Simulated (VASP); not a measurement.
# Ti (I4/mmm) in VASP: a series of runs, part 2 of 2

VASP 6.6.1.

**3. Single point, PBEsol**

This run uses another cell than the first one, of the same volume but with other edges.

Input file INCAR:

```
SYSTEM = Ti
PREC = Accurate ; ENCUT = 520
EDIFF = 1E-7 ; ISMEAR = 0
SIGMA = 0.15 ; LREAL = .FALSE.
LASPH = .TRUE. ; NELM = 60
ALGO = Fast ; ISIF = 2
LWAVE = .FALSE. ; LCHARG = .TRUE.
GGA = PS ; LELF = .TRUE.
LVHAR = .TRUE. ; NBANDS = 12
```

Input file KPOINTS:

```
Automatic mesh
0
G
  22 22 22
  0 0 0
```

Input file POSCAR:

```
Ti
1.0
    0.0000000000      2.2052838839      1.7201214295
    2.2052838839      0.0000000000      1.7201214295
    2.2052838839      2.2052838839      0.0000000000
Ti
1
Direct
    0.0000000000      0.0000000000      0.0000000000
```

Potentials or basis: VASP PAW PBE potentials, release 64 (Ti_sv).

Launch:

```console
cat potpaw_PBE.64/Ti_sv/POTCAR > POTCAR
mpirun -np 1 vasp_std > vasp.out
```

OUTCAR:

```text
SYSTEM = Ti
   PREC = Accurate
   ENCUT = 520
   EDIFF = 1E-7
   ISMEAR = 0
   LREAL = .FALSE.
   LASPH = .TRUE.
   NELM = 60
   ISIF = 2
   GGA = PS

 ion  position               nearest neighbor table
   1  0.000  0.000  0.000-

  LATTYP: Found a body centered tetragonal cell.
 ALAT       =     3.1187423775
 C/A-ratio  =     1.1030865787

  Lattice vectors:

 A1 = (   0.0000000000,  -2.2052838839,  -1.7201214295)
 A2 = (   0.0000000000,   2.2052838839,  -1.7201214295)
 A3 = (   2.2052838839,   0.0000000000,   1.7201214295)

Analysis of symmetry for initial positions (statically):
=====================================================================
 Subroutine PRICEL returns:
 Original cell was already a primitive cell.

 Routine SETGRP: Setting up the symmetry group for a
 body centered tetragonal supercell.

 Subroutine GETGRP returns: Found 16 space group operations
 (whereof 16 operations were pure point group operations)
 out of a pool of 16 trial point group operations.

The static configuration has the point symmetry D_4h.

Analysis of symmetry for dynamics (positions and initial velocities):
=====================================================================
 Subroutine PRICEL returns:
 Original cell was already a primitive cell.

 Routine SETGRP: Setting up the symmetry group for a
 body centered tetragonal supercell.

 Subroutine GETGRP returns: Found 16 space group operations
 (whereof 16 operations were pure point group operations)
 out of a pool of 16 trial point group operations.

The dynamic configuration has the point symmetry D_4h.

 Subroutine INISYM returns: Found 16 space group operations
 (whereof 16 operations are pure point group operations),
 and found     1 'primitive' translations

----------------------------------------------------------------------------------------

                                     Primitive cell

  volume of cell :      16.7309

  direct lattice vectors                    reciprocal lattice vectors
     0.000000000  2.205283884  1.720121430    -0.226728179  0.226728179  0.290677153
     2.205283884  0.000000000  1.720121430     0.226728179 -0.226728179  0.290677153
     2.205283884  2.205283884  0.000000000     0.226728179  0.226728179 -0.290677153

  length of vectors
     2.796800805  2.796800805  3.118742377     0.432786948  0.432786948  0.432786948

  position of ions in fractional coordinates (direct lattice)
     0.000000000  0.000000000  0.000000000

  ion indices of the primitive-cell ions
   primitive index   ion index
                 1           1

----------------------------------------------------------------------------------------

 KPOINTS: Automatic mesh

Automatic generation of k-mesh.
 Grid dimensions read from file:
 generate k-points for:   22   22   22

 Generating k-lattice:

  Cartesian coordinates                     Fractional coordinates (reciprocal lattice)
    -0.010305826  0.010305826  0.013212598     0.045454545  0.000000000  0.000000000
     0.010305826 -0.010305826  0.013212598     0.000000000  0.045454545  0.000000000
     0.010305826  0.010305826 -0.013212598     0.000000000  0.000000000  0.045454545

  Length of vectors
     0.019672134  0.019672134  0.019672134

  Shift w.r.t. Gamma in fractional coordinates (k-lattice)
     0.000000000  0.000000000  0.000000000

 Subroutine IBZKPT returns following result:
 ===========================================

 Found    834 irreducible k-points:

 Following reciprocal coordinates:
            Coordinates               Weight
  0.000000  0.000000  0.000000      1.000000
  0.045455  0.000000  0.000000      8.000000
  0.090909  0.000000  0.000000      8.000000
  0.136364  0.000000  0.000000      8.000000
  0.181818  0.000000  0.000000      8.000000
  0.227273  0.000000  0.000000      8.000000
[... 16 lines left out ...]
  0.500000  0.045455  0.000000      8.000000
 -0.454545  0.045455  0.000000      8.000000
 [... further k-points ...]
   k-points           NKPTS =    834   k-points in BZ     NKDIM =    834   number of bands    NBANDS=     12
   number of dos      NEDOS =    301   number of ions     NIONS =      1
   total plane-waves  NPLWV =  13824
   dimension x,y,z NGX =    24 NGY =   24 NGZ =   24
   dimension x,y,z NGXF=    48 NGYF=   48 NGZF=   48
   ions per type =               1
   NGX,Y,Z   is equivalent  to a cutoff of  14.27, 14.27, 12.79 a.u.
   NGXF,Y,Z  is equivalent  to a cutoff of  28.53, 28.53, 25.59 a.u.
 SYSTEM =  Ti
   PREC   = accura    normal or accurate (medium, high low for compatibility)
   ISTART =      0    job   : 0-new  1-cont  2-samecut
   ICHARG =      2    charge: 1-file 2-atom 10-const
   ISPIN  =      1    spin polarized calculation?
   LNONCOLLINEAR =      F non collinear calculations
   LSORBIT =      F    spin-orbit coupling
   LASPH  =      T    aspherical Exc in radial PAW
   ENCUT  =  520.0 eV  38.22 Ry    6.18 a.u.   5.20  5.20  5.80*2*pi/ulx,y,z
   NELM   =     60;   NELMIN=  2; NELMDL= -5     # of ELM steps
   EDIFF  = 0.1E-06   stopping-criterion for ELM
   LREAL  =      F    real-space projection
   EDIFFG = 0.1E-05   stopping-criterion for IOM
   NSW    =      0    number of steps for IOM
   IBRION =     -1    ionic relax: 0-MD 1-quasi-New 2-CG
   NFREE  =      0    steps in history (QN), initial steepest desc. (CG)
   ISIF   =      2    stress and relaxation
   ISYM   =      2    0-nonsym 1-usesym 2-fastsym
   POTIM  = 0.5000    time-step for ionic-motion
   TEBEG  =    0.0;   TEEND  =   0.0 temperature during run
   PSTRESS=    0.0 pullay stress
   NELECT =      12.0000    total number of electrons
   NUPDOWN=      -1.0000    fix difference up-down
   EMIN   =  10.00;   EMAX   =-10.00  energy-range for DOS
   EFERMI =   0.00;   METHOD = LEGACY
   ISMEAR =     0;   SIGMA  =   0.15  broadening in eV -4-tet -1-fermi 0-gaus
   EFERMI_NEDOS =   21; number of points for ismear=-14 and -15
   IALGO  =     68    algorithm
   IMIX   =      4    mixing-type and parameters
     AMIX     =   0.40;   BMIX     =  1.00
     AMIX_MAG =   1.60;   BMIX_MAG =  1.00
  volume/ion in A,a.u.               =      16.73       112.91
  Fermi-wavevector in a.u.,A,eV,Ry     =   1.465421  2.769245 29.217967  2.147460
  Thomas-Fermi vector in A             =   2.581280
   LORBIT       =      0    0 simple, 1 ext, 2 COOP (PROOUT), +10 PAW based schemes
   GGA     = PS    functional components
   LHFCALC =     F    Hartree Fock is set to
   AEXX    =    0.0000 exact exchange contribution
   IVDW    =     0    specifies the selected vdW correction
   LEPSILON=     F    determine dielectric tensor
   LRPA    =     F    only Hartree local field effects (RPA)
 non-spin polarized calculation
 RMM-DIIS sequential band-by-band and
 Gauss-broadening in eV      SIGMA  =   0.15
  energy-cutoff  :      520.00
  volume of cell :       16.73
 maximum number of plane-waves:       471
 NGX is ok and might be reduce to    24

 number of electron      11.9999998 magnetization

 Free energy of the ion-electron system (eV)
  ---------------------------------------------------
  ext. energy  EPLUGINS =         0.00000000
  ---------------------------------------------------
  free energy    TOTEN  =        -8.25274976 eV

  energy without entropy =       -8.22689236  energy(sigma->0) =       -8.23982106

 E-fermi :   8.3782     XC(G=0): -11.8124

 val. band max:        8.3753652758   @ k =  -0.2727   0.3182   0.2727
 cond. band min:       8.3784286746   @ k =  -0.3182   0.1364   0.0000
 fundamental gap:      0.0030633987
 Fermi energy:         8.3782409983

 k-point     1 :       0.0000    0.0000    0.0000
  band No.  band energies     occupation
      1     -47.8901      2.00000
      2     -23.7957      2.00000
      3     -23.7957      2.00000
      4     -23.7891      2.00000
      5       2.3169      2.00000
      6       9.1841      0.00000
      7       9.1841      0.00000
      8       9.8563      0.00000
      9      10.7473      0.00000
     10      11.5226      0.00000
     11      25.0177      0.00000
     12      26.6686      0.00000
[... 331 lines left out ...]
 k-point    24 :      -0.4545    0.0455    0.0000
  band No.  band energies     occupation
      1     -47.7386      2.00000
      2     -24.5502      2.00000
      3     -24.0084      2.00000
      4     -23.8076      2.00000
      5       5.8372      2.00000
      6       8.2988      1.54602
      7       9.1340      0.00000
      8      10.6693      0.00000
      9      11.8515      0.00000
     10      12.6379      0.00000
     11      17.5204      0.00000
     12      22.5750      0.00000

 [... further k-points ...]
[... 5 lines left out ...]
  --------------------------------------------------------------------------------------
  -------------------------------------------------------------------------------------
  Total       -0.1910516     -0.1910516     -0.0084296      0.0000000      0.0000000     -0.0000000
  in kB      -18.2954487    -18.2954487     -0.8072300      0.0000000      0.0000000     -0.0000000
  external PRESSURE =     -12.4660425 kB  Pullay stress =       0.0000000 kB

 VOLUME and BASIS-vectors are now :
 -----------------------------------------------------------------------------
  energy-cutoff  :      520.00
  volume of cell :       16.73
      direct lattice vectors                 reciprocal lattice vectors
     0.000000000  2.205283884  1.720121430    -0.226728179  0.226728179  0.290677153
     2.205283884  0.000000000  1.720121430     0.226728179 -0.226728179  0.290677153
     2.205283884  2.205283884  0.000000000     0.226728179  0.226728179 -0.290677153

 POSITION                                       TOTAL-FORCE (eV/Angst)
 -----------------------------------------------------------------------------------
      0.00000      0.00000      0.00000         0.000000      0.000000      0.000000
 -----------------------------------------------------------------------------------
    total drift:                                0.000000      0.000000      0.000000

  FREE ENERGIE OF THE ION-ELECTRON SYSTEM (eV)
  ---------------------------------------------------
  free  energy   TOTEN  =        -8.2527497629 eV

  energy  without entropy=       -8.2268923628  energy(sigma->0) =       -8.23982106
```

OSZICAR:

```text
N       E                     dE             d eps       ncg     rms          rms(c)
DAV:   1     0.867326349478E+02    0.86733E+02   -0.65615E+03 20080   0.122E+03
DAV:   2    -0.503500665801E+01   -0.91768E+02   -0.89273E+02 20384   0.297E+02
DAV:   3    -0.926859200167E+01   -0.42336E+01   -0.41858E+01 27736   0.649E+01
[... 19 lines left out ...]
RMM:  23    -0.825274935447E+01   -0.32275E-06   -0.32283E-06 19036   0.569E-03    0.228E-03
RMM:  24    -0.825274951691E+01   -0.16244E-06   -0.18353E-06 17250   0.442E-03    0.176E-03
RMM:  25    -0.825274962640E+01   -0.10949E-06   -0.14512E-06 14825   0.326E-03    0.193E-03
RMM:  26    -0.825274972943E+01   -0.10303E-06   -0.11073E-06 14149   0.261E-03    0.211E-03
RMM:  27    -0.825274976292E+01   -0.33494E-07   -0.65889E-07 13654   0.218E-03
   1 F= -.82527498E+01 E0= -.82398211E+01  d E =-.258574E-01
```

It took 1.9 min on 1 thread of Intel Xeon 6975P-C (Granite Rapids), shared host; peak memory 0.28 GiB.

Results:

```
Free energy            : -8.2527 eV
Pressure               : -1.2 GPa
Band gap on the k mesh : zero (band 6 reaches 9.35 eV, above the bottom of band 7 at 7.72 eV)
```

Caveat: the PAW data sets were made with another functional, which shifts forces and pressure a little.
